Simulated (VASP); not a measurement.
# Ga2O3 (R-3c) in VASP: relaxation of cell and atoms with PBE

Aim: the relaxation of cell and atoms of Ga2O3 with PBE.

Everything below comes from runs of VASP 6.6.1. Logs are shortened: lines on timing, memory, paths and dates and some standing lists are left out, and cuts for length are marked.

**1. The cell of the first run**

Symmetry: R-3c, No. 167, trigonal system. The conventional cell has a = 4.974 Å, b = 4.974 Å, c = 13.577 Å, α = 90.00°, β = 90.00°, γ = 120.00°. Ga (site symmetry 3) has 6 O at 1.94 to 2.06 Å within 2.6 Å. O (site symmetry 2) has 4 Ga at 1.94 to 2.06 Å and 12 O at 2.64 to 3.00 Å within 3.0 Å.

**2. Relaxation of cell and atoms, PBE**

Input file INCAR:

```
PREC = Accurate ; ENCUT = 600
EDIFF = 1E-7 ; ISMEAR = 0
SIGMA = 0.1 ; LREAL = F
LASPH = T ; NELM = 120
ALGO = Normal ; ISIF = 3
LWAVE = F ; LCHARG = F
GGA = PE ; IBRION = 2
NSW = 100 ; EDIFFG = -0.05
GGA_COMPAT = F ; NELMIN = 4
```

Input file KPOINTS:

```
regular mesh
0
Gamma
  6 6 6
```

Input file POSCAR:

```
Ga2O3
1.0
    2.4869998300      1.4358700200      4.5258320900
   -2.4869998300      1.4358700200      4.5258320900
    0.0000000000     -2.8717400400      4.5258320900
Ga O
4 6
Direct
    0.6479040000      0.6479040000      0.6479040000
    0.8520960000      0.8520960000      0.8520960000
    0.1479040000      0.1479040000      0.1479040000
    0.3520960000      0.3520960000      0.3520960000
    0.4438545000      0.0561455000      0.7500000000
    0.9438545000      0.2500000000      0.5561455000
    0.0561455000      0.7500000000      0.4438545000
    0.7500000000      0.4438545000      0.0561455000
    0.2500000000      0.5561455000      0.9438545000
    0.5561455000      0.9438545000      0.2500000000
```

Potentials or basis: VASP PAW PBE potentials, release 64 (Ga_d, O).

Run with:

```console
$ cat potpaw_PBE.64/Ga_d/POTCAR potpaw_PBE.64/O/POTCAR > POTCAR
$ mpirun -np 1 vasp_std > vasp.out
```

OUTCAR:

```text
PREC = Accurate
   ENCUT = 600
   EDIFF = 1E-7
   ISMEAR = 0
   LREAL = F
   LASPH = T
   NELM = 120
   ISIF = 3
   GGA = PE
   IBRION = 2
   NSW = 100
   EDIFFG = -0.05
   NELMIN = 4

 ion  position               nearest neighbor table
   1  0.648  0.648  0.648-   9 1.94  10 1.94   6 1.94   7 2.06   8 2.06   5 2.06   2 2.77   4 2.92
                             4 2.92   4 2.92
   2  0.852  0.852  0.852-   6 1.94  10 1.94   9 1.94   7 2.06   8 2.06   5 2.06   1 2.77   3 2.92
                             3 2.92   3 2.92
   3  0.148  0.148  0.148-   7 1.94   5 1.94   8 1.94   6 2.06   9 2.06  10 2.06   4 2.77   2 2.92
                             2 2.92   2 2.92
   4  0.352  0.352  0.352-   8 1.94   5 1.94   7 1.94   6 2.06   9 2.06  10 2.06   3 2.77   1 2.92
                             1 2.92   1 2.92
   5  0.444  0.056  0.750-   3 1.94   4 1.94   1 2.06   2 2.06
   6  0.944  0.250  0.556-   2 1.94   1 1.94   3 2.06   4 2.06
   7  0.056  0.750  0.444-   3 1.94   4 1.94   1 2.06   2 2.06
   8  0.750  0.444  0.056-   4 1.94   3 1.94   1 2.06   2 2.06
   9  0.250  0.556  0.944-   1 1.94   2 1.94   3 2.06   4 2.06
  10  0.556  0.944  0.250-   1 1.94   2 1.94   3 2.06   4 2.06

  LATTYP: Found a trigonal (rhomboedric) cell.
 ALAT       =     5.3600416953
 COS(alpha) =     0.5694286088

  Lattice vectors:

 A1 = (   2.4869998300,   1.4358700200,   4.5258320900)
 A2 = (  -2.4869998300,   1.4358700200,   4.5258320900)
 A3 = (   0.0000000000,  -2.8717400400,   4.5258320900)

Analysis of symmetry for initial positions (statically):
=====================================================================
 Subroutine PRICEL returns:
 Original cell was already a primitive cell.

 Routine SETGRP: Setting up the symmetry group for a
 trigonal (rhombohedral) supercell.

 Subroutine GETGRP returns: Found 12 space group operations
 (whereof  6 operations were pure point group operations)
 out of a pool of 12 trial point group operations.

The static configuration has the point symmetry S_6 .
 The point group associated with its full space group is D_3d.

Analysis of symmetry for dynamics (positions and initial velocities):
=====================================================================
 Subroutine PRICEL returns:
 Original cell was already a primitive cell.

 Routine SETGRP: Setting up the symmetry group for a
 trigonal (rhombohedral) supercell.

 Subroutine GETGRP returns: Found 12 space group operations
 (whereof  6 operations were pure point group operations)
 out of a pool of 12 trial point group operations.

The dynamic configuration has the point symmetry S_6 .
 The point group associated with its full space group is D_3d.

 Subroutine INISYM returns: Found 12 space group operations
 (whereof  6 operations are pure point group operations),
 and found     1 'primitive' translations

----------------------------------------------------------------------------------------

                                     Primitive cell

  volume of cell :      96.9707

  direct lattice vectors                    reciprocal lattice vectors
     2.486999830  1.435870020  4.525832090     0.201045450  0.116073645  0.073651282
    -2.486999830  1.435870020  4.525832090    -0.201045450  0.116073645  0.073651282
     0.000000000 -2.871740040  4.525832090     0.000000000 -0.232147290  0.073651282

  length of vectors
     5.360041695  5.360041695  5.360041694     0.243550560  0.243550560  0.243550560

  position of ions in fractional coordinates (direct lattice)
     0.647904000  0.647904000  0.647904000
     0.852096000  0.852096000  0.852096000
     0.147904000  0.147904000  0.147904000
     0.352096000  0.352096000  0.352096000
     0.443854500  0.056145500  0.750000000
     0.943854500  0.250000000  0.556145500
     0.056145500  0.750000000  0.443854500
     0.750000000  0.443854500  0.056145500
     0.250000000  0.556145500  0.943854500
     0.556145500  0.943854500  0.250000000

  ion indices of the primitive-cell ions
   primitive index   ion index
                 1           1
                 2           2
                 3           3
                 4           4
                 5           5
                 6           6
                 7           7
                 8           8
                 9           9
                10          10

----------------------------------------------------------------------------------------

 KPOINTS: regular mesh

Automatic generation of k-mesh.
 Grid dimensions read from file:
 generate k-points for:    6    6    6

 Generating k-lattice:

  Cartesian coordinates                     Fractional coordinates (reciprocal lattice)
     0.033507575  0.019345607  0.012275214     0.166666667  0.000000000  0.000000000
    -0.033507575  0.019345607  0.012275214     0.000000000  0.166666667  0.000000000
     0.000000000 -0.038691215  0.012275214     0.000000000  0.000000000  0.166666667

  Length of vectors
     0.040591760  0.040591760  0.040591760

  Shift w.r.t. Gamma in fractional coordinates (k-lattice)
     0.000000000  0.000000000  0.000000000

 Subroutine IBZKPT returns following result:
 ===========================================

 Found     32 irreducible k-points:

 Following reciprocal coordinates:
            Coordinates               Weight
  0.000000  0.000000  0.000000      1.000000
  0.166667 -0.000000  0.000000      6.000000
  0.333333 -0.000000 -0.000000      6.000000
  0.500000 -0.000000  0.000000      3.000000
  0.166667  0.166667 -0.000000      6.000000
  0.333333  0.166667 -0.000000     12.000000
[... 16 lines left out ...]
  0.500000  0.500000  0.166667      6.000000
 -0.333333  0.500000  0.166667     12.000000
 [... further k-points ...]
   k-points           NKPTS =     32   k-points in BZ     NKDIM =     32   number of bands    NBANDS=     52
   number of dos      NEDOS =    301   number of ions     NIONS =     10
   total plane-waves  NPLWV = 110592
   dimension x,y,z NGX =    48 NGY =   48 NGZ =   48
   dimension x,y,z NGXF=    96 NGYF=   96 NGZF=   96
   ions per type =               4   6
   NGX,Y,Z   is equivalent  to a cutoff of  14.89, 14.89, 14.89 a.u.
   NGXF,Y,Z  is equivalent  to a cutoff of  29.78, 29.78, 29.78 a.u.
 SYSTEM =  unknown system
   PREC   = accura    normal or accurate (medium, high low for compatibility)
   ISTART =      0    job   : 0-new  1-cont  2-samecut
   ICHARG =      2    charge: 1-file 2-atom 10-const
   ISPIN  =      1    spin polarized calculation?
   LNONCOLLINEAR =      F non collinear calculations
   LSORBIT =      F    spin-orbit coupling
   LASPH  =      T    aspherical Exc in radial PAW
   ENCUT  =  600.0 eV  44.10 Ry    6.64 a.u.  10.71 10.71 10.71*2*pi/ulx,y,z
   NELM   =    120;   NELMIN=  4; NELMDL= -5     # of ELM steps
   EDIFF  = 0.1E-06   stopping-criterion for ELM
   LREAL  =      F    real-space projection
   EDIFFG = -.5E-01   stopping-criterion for IOM
   NSW    =    100    number of steps for IOM
   IBRION =      2    ionic relax: 0-MD 1-quasi-New 2-CG
   NFREE  =      1    steps in history (QN), initial steepest desc. (CG)
   ISIF   =      3    stress and relaxation
   ISYM   =      2    0-nonsym 1-usesym 2-fastsym
   POTIM  = 0.5000    time-step for ionic-motion
   TEBEG  =    0.0;   TEEND  =   0.0 temperature during run
   PSTRESS=    0.0 pullay stress
   NELECT =      88.0000    total number of electrons
   NUPDOWN=      -1.0000    fix difference up-down
   EMIN   =  10.00;   EMAX   =-10.00  energy-range for DOS
   EFERMI =   0.00;   METHOD = LEGACY
   ISMEAR =     0;   SIGMA  =   0.10  broadening in eV -4-tet -1-fermi 0-gaus
   EFERMI_NEDOS =   21; number of points for ismear=-14 and -15
   IALGO  =     38    algorithm
   IMIX   =      4    mixing-type and parameters
     AMIX     =   0.40;   BMIX     =  1.00
     AMIX_MAG =   1.60;   BMIX_MAG =  1.00
  volume/ion in A,a.u.               =       9.70        65.44
  Fermi-wavevector in a.u.,A,eV,Ry     =   1.584974  2.995167 34.179784  2.512143
  Thomas-Fermi vector in A             =   2.684510
   LORBIT       =      0    0 simple, 1 ext, 2 COOP (PROOUT), +10 PAW based schemes
   GGA     = PE    functional components
   LHFCALC =     F    Hartree Fock is set to
   AEXX    =    0.0000 exact exchange contribution
   IVDW    =     0    specifies the selected vdW correction
   LEPSILON=     F    determine dielectric tensor
   LRPA    =     F    only Hartree local field effects (RPA)
 conjugate gradient relaxation of ions
 non-spin polarized calculation
 Gauss-broadening in eV      SIGMA  =   0.10
  energy-cutoff  :      600.00
  volume of cell :       96.97
 maximum number of plane-waves:      3260
 NGX is ok and might be reduce to    48
   NGX = 21   NGY = 21   NGZ = 21

--------------------------------------- Ionic step        1  -------------------------------------------

 number of electron      88.0000007 magnetization

 Free energy of the ion-electron system (eV)
  ---------------------------------------------------
  ext. energy  EPLUGINS =         0.00000000
  ---------------------------------------------------
  free energy    TOTEN  =       -59.23082833 eV

  energy without entropy =      -59.23082833  energy(sigma->0) =      -59.23082833

------------------------ aborting loop because EDIFF is reached ----------------------------------------

  FORCE on cell =-STRESS in cart. coord.  units (eV):
  Direction    XX          YY          ZZ          XY          YZ          ZX
  --------------------------------------------------------------------------------------
  -------------------------------------------------------------------------------------
  Total        5.7917719      5.7917719      4.8633751      0.0000000      0.0000000      0.0000000
  in kB       95.6932847     95.6932845     80.3540512      0.0000000      0.0000000      0.0000000
  external PRESSURE =      90.5802068 kB  Pullay stress =       0.0000000 kB
[... 161 lines left out ...]
  energy  without entropy=      -59.3872837193  energy(sigma->0) =      -59.38728372

--------------------------------------- Ionic step        5  -------------------------------------------

 number of electron      88.0000003 magnetization

 Free energy of the ion-electron system (eV)
  ---------------------------------------------------
  ext. energy  EPLUGINS =         0.00000000
  ---------------------------------------------------
  free energy    TOTEN  =       -59.39809153 eV

  energy without entropy =      -59.39809153  energy(sigma->0) =      -59.39809153

 E-fermi :   4.5804     XC(G=0): -11.9416

 val. band max:        4.0674429462   @ k =  -0.1667   0.1667   0.0000
 cond. band min:       6.4236962923   @ k =   0.0000   0.0000   0.0000
 fundamental gap:      2.3562533461
 Fermi energy:         4.5803709573

 k-point     1 :       0.0000    0.0000    0.0000
  band No.  band energies     occupation
      1     -14.5901      2.00000
      2     -12.7422      2.00000
      3     -12.7422      2.00000
      4     -12.7334      2.00000
      5     -12.6997      2.00000
      6     -12.6997      2.00000
[... 1309 lines left out ...]
     51      13.7533      0.00000
     52      14.5814      0.00000

 [... further k-points ...]

------------------------ aborting loop because EDIFF is reached ----------------------------------------

  FORCE on cell =-STRESS in cart. coord.  units (eV):
  Direction    XX          YY          ZZ          XY          YZ          ZX
  --------------------------------------------------------------------------------------
  -------------------------------------------------------------------------------------
  Total        0.2316234      0.2316234     -0.4721325     -0.0000000      0.0000000      0.0000000
  in kB        3.6755811      3.6755811     -7.4921673     -0.0000000      0.0000000      0.0000000
  external PRESSURE =      -0.0470017 kB  Pullay stress =       0.0000000 kB
[... 25 lines left out ...]
  FREE ENERGIE OF THE ION-ELECTRON SYSTEM (eV)
  ---------------------------------------------------
  free  energy   TOTEN  =       -59.3980915267 eV

  energy  without entropy=      -59.3980915267  energy(sigma->0) =      -59.39809153

 reached required accuracy - stopping structural energy minimisation
```

Run time: 33 min. Hardware: 1 thread of Intel Xeon 8259CL, shared host; peak memory 0.43 GiB.

What came out:

- Free energy: -59.3981 eV
- Relaxed volume: 10.10 Å³/atom
- Relaxed cell: a = 5.413 Å, b = 5.413 Å, c = 5.413 Å, α = 55.70°, β = 55.70°, γ = 55.70°
- Space group after relaxing (to 0.1 Å): R-3c (No. 167)
- Energy gained by relaxing: 16.7 meV/atom
- Ionic steps: 5
- Pressure after relaxing: 0.0 GPa
- Largest force after relaxing: 0.026 eV/Å
- Band gap on the k mesh: 2.36 eV (least direct gap 2.58 eV)

Forces on the atoms (eV/Å):
```
Ga   0.000  0.000  0.026
Ga   0.000  0.000 -0.026
Ga   0.000  0.000  0.026
Ga   0.000  0.000 -0.026
O   -0.021  0.000  0.000
O   -0.010 -0.018  0.000
O    0.010  0.018  0.000
O    0.010 -0.018  0.000
O   -0.010  0.018  0.000
O    0.021  0.000  0.000
```

Stress tensor (GPa, compression positive):
```
 0.37  0.00  0.00
 0.00  0.37  0.00
 0.00  0.00 -0.75
```

Step by step:
| step | energy change (eV) | largest force (eV/Å) | pressure (GPa) | volume (Å³) |
| --- | --- | --- | --- | --- |
| 1 | 0.0000 | 0.5132 | 9.06 | 96.97 |
| 2 | -0.0667 | 0.1965 | -6.78 | 104.87 |
| 3 | -0.1365 | 0.3104 | -0.80 | 101.45 |
| 4 | -0.1565 | 0.1773 | -0.46 | 101.26 |
| 5 | -0.1673 | 0.0256 | 0.00 | 100.96 |

Final structure:
```
CELL_PARAMETERS angstrom
2.52875 1.45997 4.55790
-2.52875 1.45997 4.55790
0.00000 -2.91995 4.55790
ATOMIC_POSITIONS crystal
Ga 0.64400 0.64400 0.64400
Ga 0.85600 0.85600 0.85600
Ga 0.14400 0.14400 0.14400
Ga 0.35600 0.35600 0.35600
O 0.44721 0.05279 0.75000
O 0.94721 0.25000 0.55279
O 0.05279 0.75000 0.44721
O 0.75000 0.44721 0.05279
O 0.25000 0.55279 0.94721
O 0.55279 0.94721 0.25000
```

Caveat: the relaxation stopped at a loose force limit of 0.05 eV/Å, so its end isn't a converged minimum.
